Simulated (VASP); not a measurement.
A run of VASP 6.6.1 is set up as follows.

Contents of POSCAR:

```
Ga
1.0
    0.0000000000      2.8744485395      2.8744485395
    2.8744485395      0.0000000000      2.8744485395
    2.8744485395      2.8744485395      0.0000000000
Ga
2
Direct
   -0.0875000000     -0.1375000000     -0.1375000000
    0.0875000000      0.1375000000      0.1375000000
```

INCAR.step1

```
PREC = Accurate
ENCUT = 520
ISMEAR = -1
SIGMA = 0.05
LREAL = F
LASPH = T
NELM = 80
NBANDS = 20
GGA = PE
ALGO = Normal
EDIFF = 1E-4
LWAVE = T
LCHARG = F
```

The input INCAR.step2:

```
PREC = Accurate
ENCUT = 520
EDIFF = 1E-8
ISMEAR = -1
SIGMA = 0.05
LREAL = F
LASPH = T
NELM = 80
ALGO = Normal
ISIF = 2
LWAVE = F
LCHARG = F
METAGGA = R2SCAN
LMIXTAU = T
LEFG = T
NBANDS = 20
ISTART = 1
```

File KPOINTS:

```
regular mesh
0
Gamma
  9 9 9
```

Potentials or basis: VASP PAW PBE potentials, release 64 (Ga_d).

Command:

```console
$ cat potpaw_PBE.64/Ga_d/POTCAR > POTCAR
$ cp INCAR.step1 INCAR
$ mpirun -np 1 vasp_std > vasp.out
$ cp INCAR.step2 INCAR
$ mpirun -np 1 vasp_std > vasp.out
```

Question: What does it give for the band gap on the k mesh?

Answer: Zero (band 13 reaches 5.41 eV, above the bottom of band 14 at 1.55 eV).

Question: What does it give for the largest force?

Answer: 0.485 eV/Å.

Question: Estimate the pressure.

Answer: 1.7 GPa.

Electric field gradients, principal values (V/Å²):
```tsv
atom	least	middle	greatest (by size)
1 Ga	-35.872	-35.876	71.747
2 Ga	-35.872	-35.876	71.747
```

Caveat: the cell differs from its parent crystal (shortest bond scaled by 1.1); without QUAD_EFG the Cq values of the log hold for a quadrupole moment of 1 mb, not for the nuclei; the PAW data sets were made with another functional, which shifts forces and pressure a little.
